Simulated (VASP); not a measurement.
# HgTe (zincblende type) (F-43m) in VASP: notebook

Runs on HgTe (zincblende type). Level: PBE. Tasks: single point, relaxation of cell and atoms.

All numbers are computed with VASP 6.6.1; they aren't measurements. Logs are shortened: lines on timing, memory, paths and dates and some standing lists are left out, and cuts for length are marked.

## Step 1: The cell of the first run

It takes space group F-43m (No. 216, cubic). The conventional cell has a = 6.258 Å, b = 6.258 Å, c = 6.258 Å, α = 90.00°, β = 90.00°, γ = 90.00°. Within 3.6 Å of Hg (site symmetry -43m) lie 4 Te at 2.71 Å. Te (site symmetry -43m) has 4 Hg at 2.71 Å within 3.6 Å.

## Step 2: Single point, PBE

Input file INCAR:

```
PREC     = Accurate       # precision mode
ENCUT    = 520            # plane-wave cutoff, eV
EDIFF    = 1E-6           # SCF threshold, eV
ISMEAR   = -1             # smearing method
SIGMA    = 0.05           # smearing width, eV
LREAL    = False          # projectors in reciprocal space
LASPH    = True           # aspherical terms in the spheres
NELM     = 60             # most SCF steps
ALGO     = Normal         # electronic algorithm
ISIF     = 2              # what is computed and relaxed
LWAVE    = False          # write WAVECAR
LCHARG   = False          # write CHGCAR
GGA      = PE             # functional
NBANDS   = 16             # bands
```

Input file KPOINTS:

```
regular mesh
0
Gamma
  11 11 11
```

Input file POSCAR:

```
HgTe
1.0
    0.0000000000      3.1291907891      3.1291907891
    3.1291907891      0.0000000000      3.1291907891
    3.1291907891      3.1291907891      0.0000000000
Hg Te
1 1
Direct
    0.0000000000      0.0000000000      0.0000000000
    0.2500000000      0.2500000000      0.2500000000
```

Potentials or basis: VASP PAW PBE potentials, release 64 (Hg, Te).

The run is started by

```console
> cat potpaw_PBE.64/Hg/POTCAR potpaw_PBE.64/Te/POTCAR > POTCAR
> mpirun -np 1 vasp_std > vasp.out
```

OUTCAR:

```text
PREC = Accurate
   ENCUT = 520
   EDIFF = 1E-6
   ISMEAR = -1
   LREAL = False
   LASPH = True
   NELM = 60
   ISIF = 2
   GGA = PE

 ion  position               nearest neighbor table
   1  0.000  0.000  0.000-   2 2.71   2 2.71   2 2.71   2 2.71
   2  0.250  0.250  0.250-   1 2.71   1 2.71   1 2.71   1 2.71

  LATTYP: Found a face centered cubic cell.
 ALAT       =     6.2583815782

  Lattice vectors:

 A1 = (   0.0000000000,   3.1291907891,   3.1291907891)
 A2 = (   3.1291907891,   0.0000000000,   3.1291907891)
 A3 = (   3.1291907891,   3.1291907891,   0.0000000000)

Analysis of symmetry for initial positions (statically):
=====================================================================
 Subroutine PRICEL returns:
 Original cell was already a primitive cell.

 Routine SETGRP: Setting up the symmetry group for a
 face centered cubic supercell.

 Subroutine GETGRP returns: Found 24 space group operations
 (whereof 24 operations were pure point group operations)
 out of a pool of 48 trial point group operations.

The static configuration has the point symmetry T_d .

Analysis of symmetry for dynamics (positions and initial velocities):
=====================================================================
 Subroutine PRICEL returns:
 Original cell was already a primitive cell.

 Routine SETGRP: Setting up the symmetry group for a
 face centered cubic supercell.

 Subroutine GETGRP returns: Found 24 space group operations
 (whereof 24 operations were pure point group operations)
 out of a pool of 48 trial point group operations.

The dynamic configuration has the point symmetry T_d .

 Subroutine INISYM returns: Found 24 space group operations
 (whereof 24 operations are pure point group operations),
 and found     1 'primitive' translations

----------------------------------------------------------------------------------------

                                     Primitive cell

  volume of cell :      61.2810

  direct lattice vectors                    reciprocal lattice vectors
     0.000000000  3.129190789  3.129190789    -0.159785719  0.159785719  0.159785719
     3.129190789  0.000000000  3.129190789     0.159785719 -0.159785719  0.159785719
     3.129190789  3.129190789  0.000000000     0.159785719  0.159785719 -0.159785719

  length of vectors
     4.425344053  4.425344053  4.425344053     0.276756984  0.276756984  0.276756984

  position of ions in fractional coordinates (direct lattice)
     0.000000000  0.000000000  0.000000000
     0.250000000  0.250000000  0.250000000

  ion indices of the primitive-cell ions
   primitive index   ion index
                 1           1
                 2           2

----------------------------------------------------------------------------------------

 KPOINTS: regular mesh

Automatic generation of k-mesh.
 Grid dimensions read from file:
 generate k-points for:   11   11   11

 Generating k-lattice:

  Cartesian coordinates                     Fractional coordinates (reciprocal lattice)
    -0.014525974  0.014525974  0.014525974     0.090909091  0.000000000  0.000000000
     0.014525974 -0.014525974  0.014525974     0.000000000  0.090909091  0.000000000
     0.014525974  0.014525974 -0.014525974     0.000000000  0.000000000  0.090909091

  Length of vectors
     0.025159726  0.025159726  0.025159726

  Shift w.r.t. Gamma in fractional coordinates (k-lattice)
     0.000000000  0.000000000  0.000000000

 Subroutine IBZKPT returns following result:
 ===========================================

 Found     56 irreducible k-points:

 Following reciprocal coordinates:
            Coordinates               Weight
  0.000000  0.000000  0.000000      1.000000
  0.090909  0.000000  0.000000      8.000000
  0.181818  0.000000  0.000000      8.000000
  0.272727  0.000000  0.000000      8.000000
  0.363636  0.000000  0.000000      8.000000
  0.454545  0.000000  0.000000      8.000000
[... 16 lines left out ...]
 -0.272727  0.181818  0.000000     24.000000
 -0.181818  0.181818  0.000000     12.000000
 [... further k-points ...]
   k-points           NKPTS =     56   k-points in BZ     NKDIM =     56   number of bands    NBANDS=     16
   number of dos      NEDOS =    301   number of ions     NIONS =      2
   total plane-waves  NPLWV =  46656
   dimension x,y,z NGX =    36 NGY =   36 NGZ =   36
   dimension x,y,z NGXF=    72 NGYF=   72 NGZF=   72
   ions per type =               1   1
   NGX,Y,Z   is equivalent  to a cutoff of  13.52, 13.52, 13.52 a.u.
   NGXF,Y,Z  is equivalent  to a cutoff of  27.05, 27.05, 27.05 a.u.
 SYSTEM =  unknown system
   PREC   = accura    normal or accurate (medium, high low for compatibility)
   ISTART =      0    job   : 0-new  1-cont  2-samecut
   ICHARG =      2    charge: 1-file 2-atom 10-const
   ISPIN  =      1    spin polarized calculation?
   LNONCOLLINEAR =      F non collinear calculations
   LSORBIT =      F    spin-orbit coupling
   LASPH  =      T    aspherical Exc in radial PAW
   ENCUT  =  520.0 eV  38.22 Ry    6.18 a.u.   8.23  8.23  8.23*2*pi/ulx,y,z
   NELM   =     60;   NELMIN=  2; NELMDL= -5     # of ELM steps
   EDIFF  = 0.1E-05   stopping-criterion for ELM
   LREAL  =      F    real-space projection
   EDIFFG = 0.1E-04   stopping-criterion for IOM
   NSW    =      0    number of steps for IOM
   IBRION =     -1    ionic relax: 0-MD 1-quasi-New 2-CG
   NFREE  =      0    steps in history (QN), initial steepest desc. (CG)
   ISIF   =      2    stress and relaxation
   ISYM   =      2    0-nonsym 1-usesym 2-fastsym
   POTIM  = 0.5000    time-step for ionic-motion
   TEBEG  =    0.0;   TEEND  =   0.0 temperature during run
   PSTRESS=    0.0 pullay stress
   NELECT =      18.0000    total number of electrons
   NUPDOWN=      -1.0000    fix difference up-down
   EMIN   =  10.00;   EMAX   =-10.00  energy-range for DOS
   EFERMI =   0.00;   METHOD = LEGACY
   ISMEAR =    -1;   SIGMA  =   0.05  broadening in eV -4-tet -1-fermi 0-gaus
   EFERMI_NEDOS =   21; number of points for ismear=-14 and -15
   IALGO  =     38    algorithm
   IMIX   =      4    mixing-type and parameters
     AMIX     =   0.40;   BMIX     =  1.00
     AMIX_MAG =   1.60;   BMIX_MAG =  1.00
  volume/ion in A,a.u.               =      30.64       206.77
  Fermi-wavevector in a.u.,A,eV,Ry     =   1.088237  2.056470 16.112842  1.184261
  Thomas-Fermi vector in A             =   2.224414
   LORBIT       =      0    0 simple, 1 ext, 2 COOP (PROOUT), +10 PAW based schemes
   GGA     = PE    functional components
   LHFCALC =     F    Hartree Fock is set to
   AEXX    =    0.0000 exact exchange contribution
   IVDW    =     0    specifies the selected vdW correction
   LEPSILON=     F    determine dielectric tensor
   LRPA    =     F    only Hartree local field effects (RPA)
 non-spin polarized calculation
  energy-cutoff  :      520.00
  volume of cell :       61.28
 maximum number of plane-waves:      1670
 NGX is ok and might be reduce to    36
   NGX = 17   NGY = 17   NGZ = 17

 number of electron      18.0000002 magnetization

 Free energy of the ion-electron system (eV)
  ---------------------------------------------------
  ext. energy  EPLUGINS =         0.00000000
  ---------------------------------------------------
  free energy    TOTEN  =        -3.32541465 eV

  energy without entropy =       -3.32513475  energy(sigma->0) =       -3.32527470

 E-fermi :   4.2701     XC(G=0):  -9.1948

 val. band max:        4.1964599521   @ k =   0.0000   0.0000   0.0000
 cond. band min:       4.8088760129   @ k =   0.0909   0.0000   0.0000
 fundamental gap:      0.6124160609
 Fermi energy:         4.2701121248

 k-point     1 :       0.0000    0.0000    0.0000
  band No.  band energies     occupation
      1      -8.5548      2.00000
      2      -3.7863      2.00000
      3      -3.7863      2.00000
      4      -3.7863      2.00000
      5      -3.1305      2.00000
      6      -3.1305      2.00000
[... 8 lines left out ...]
     15      13.8820      0.00000
     16      13.8820      0.00000

 k-point     2 :       0.0909    0.0000    0.0000
  band No.  band energies     occupation
      1      -8.5046      2.00000
      2      -3.7739      2.00000
      3      -3.7719      2.00000
      4      -3.7719      2.00000
      5      -3.1325      2.00000
      6      -3.1325      2.00000
[... 8 lines left out ...]
     15      13.1329      0.00000
     16      13.1329      0.00000

 k-point     3 :       0.1818    0.0000    0.0000
  band No.  band energies     occupation
      1      -8.3658      2.00000
      2      -3.7346      2.00000
      3      -3.7346      2.00000
      4      -3.7206      2.00000
      5      -3.1351      2.00000
      6      -3.1351      2.00000
[... 8 lines left out ...]
     15      12.6898      0.00000
     16      12.6898      0.00000

 k-point     4 :       0.2727    0.0000    0.0000
  band No.  band energies     occupation
      1      -8.1741      2.00000
      2      -3.6901      2.00000
      3      -3.6901      2.00000
      4      -3.5827      2.00000
      5      -3.1313      2.00000
      6      -3.1313      2.00000
[... 8 lines left out ...]
     15      12.7541      0.00000
     16      12.7541      0.00000

 k-point     5 :       0.3636    0.0000    0.0000
  band No.  band energies     occupation
      1      -7.9876      2.00000
      2      -3.6553      2.00000
      3      -3.6553      2.00000
      4      -3.3047      2.00000
      5      -3.1186      2.00000
      6      -3.1186      2.00000
[... 8 lines left out ...]
     15      13.3418      0.00000
     16      13.3418      0.00000

 k-point     6 :       0.4545    0.0000    0.0000
  band No.  band energies     occupation
      1      -7.8719      2.00000
      2      -3.6381      2.00000
      3      -3.6381      2.00000
      4      -3.1061      2.00000
      5      -3.1061      2.00000
      6      -2.8854      2.00000
[... 8 lines left out ...]
     15      14.1544      0.00000
     16      14.1544      0.00000

 k-point     7 :       0.0909    0.0909    0.0000
  band No.  band energies     occupation
      1      -8.4878      2.00000
      2      -3.7863      2.00000
      3      -3.7588      2.00000
      4      -3.7588      2.00000
      5      -3.1420      2.00000
      6      -3.1244      2.00000
[... 8 lines left out ...]
     15      12.3878      0.00000
     16      13.9164      0.00000

 k-point     8 :       0.1818    0.0909    0.0000
  band No.  band energies     occupation
      1      -8.3782      2.00000
      2      -3.7672      2.00000
      3      -3.7212      2.00000
      4      -3.7169      2.00000
      5      -3.1517      2.00000
      6      -3.1197      2.00000
[... 8 lines left out ...]
     15      12.3962      0.00000
     16      13.4510      0.00000

 k-point     9 :       0.2727    0.0909    0.0000
  band No.  band energies     occupation
      1      -8.2033      2.00000
      2      -3.7159      2.00000
      3      -3.6743      2.00000
      4      -3.6244      2.00000
      5      -3.1519      2.00000
      6      -3.1140      2.00000
[... 8 lines left out ...]
     15      12.7126      0.00000
     16      13.3347      0.00000
[... 172 lines left out ...]
 k-point    19 :       0.3636    0.1818    0.0000
  band No.  band energies     occupation
      1      -7.9805      2.00000
      2      -3.6735      2.00000
      3      -3.5831      2.00000
      4      -3.4880      2.00000
      5      -3.1245      2.00000
      6      -3.0913      2.00000
[... 8 lines left out ...]
     15      13.8083      0.00000
     16      14.1890      0.00000

 k-point    20 :       0.4545    0.1818    0.0000
  band No.  band energies     occupation
      1      -7.8337      2.00000
      2      -3.6307      2.00000
      3      -3.5595      2.00000
      4      -3.3012      2.00000
      5      -3.0914      2.00000
      6      -2.9718      2.00000
[... 8 lines left out ...]
     15      14.0176      0.00000
     16      14.6460      0.00000

 k-point    21 :      -0.4545    0.1818    0.0000
  band No.  band energies     occupation
      1      -7.7674      2.00000
      2      -3.6128      2.00000
      3      -3.5593      2.00000
      4      -3.1880      2.00000
      5      -3.1069      2.00000
      6      -2.7153      2.00000
[... 8 lines left out ...]
     15      13.9490      0.00000
     16      14.0675      0.00000

 k-point    22 :      -0.3636    0.1818    0.0000
  band No.  band energies     occupation
      1      -7.8066      2.00000
      2      -3.6092      2.00000
      3      -3.5809      2.00000
      4      -3.1738      2.00000
      5      -3.1339      2.00000
      6      -2.9144      2.00000
[... 8 lines left out ...]
     15      13.0279      0.00000
     16      14.1311      0.00000

 k-point    23 :      -0.2727    0.1818    0.0000
  band No.  band energies     occupation
      1      -7.9361      2.00000
      2      -3.6221      2.00000
      3      -3.6205      2.00000
      4      -3.3681      2.00000
      5      -3.1561      2.00000
      6      -3.0666      2.00000
[... 8 lines left out ...]
     15      13.5241      0.00000
     16      14.7694      0.00000

 k-point    24 :      -0.1818    0.1818    0.0000
  band No.  band energies     occupation
      1      -8.1089      2.00000
      2      -3.6732      2.00000
      3      -3.6546      2.00000
      4      -3.5680      2.00000
      5      -3.1613      2.00000
      6      -3.0975      2.00000
[... 8 lines left out ...]
     15      13.4949      0.00000
     16      13.7222      0.00000

 [... further k-points ...]
[... 5 lines left out ...]
  --------------------------------------------------------------------------------------
  -------------------------------------------------------------------------------------
  Total        3.8711330      3.8711330      3.8711330      0.0000000      0.0000000      0.0000000
  in kB      101.2097968    101.2097968    101.2097968      0.0000000      0.0000000      0.0000000
  external PRESSURE =     101.2097968 kB  Pullay stress =       0.0000000 kB

 VOLUME and BASIS-vectors are now :
 -----------------------------------------------------------------------------
  energy-cutoff  :      520.00
  volume of cell :       61.28
      direct lattice vectors                 reciprocal lattice vectors
     0.000000000  3.129190789  3.129190789    -0.159785719  0.159785719  0.159785719
     3.129190789  0.000000000  3.129190789     0.159785719 -0.159785719  0.159785719
     3.129190789  3.129190789  0.000000000     0.159785719  0.159785719 -0.159785719

 POSITION                                       TOTAL-FORCE (eV/Angst)
 -----------------------------------------------------------------------------------
      0.00000      0.00000      0.00000        -0.000000     -0.000000      0.000000
      1.56460      1.56460      1.56460         0.000000      0.000000     -0.000000
 -----------------------------------------------------------------------------------
    total drift:                               -0.000000     -0.000000     -0.000000

  FREE ENERGIE OF THE ION-ELECTRON SYSTEM (eV)
  ---------------------------------------------------
  free  energy   TOTEN  =        -3.3254146531 eV

  energy  without entropy=       -3.3251347462  energy(sigma->0) =       -3.32527470
```

It took 90 s on 1 thread of Intel Xeon 8259CL, shared host; peak memory 0.24 GiB.

Results:

| Item | Value |
| --- | --- |
| Free energy | -3.3254 eV |
| Pressure | 10.1 GPa |
| Band gap on the k mesh | zero (filled and empty bands touch) |

Caveat: the cell stands under pressure; semilocal functionals underestimate gaps, so a narrow gap can read as zero; spin-orbit coupling is left out, which moves the levels of the heavy elements.

[end of part 1 of 2]
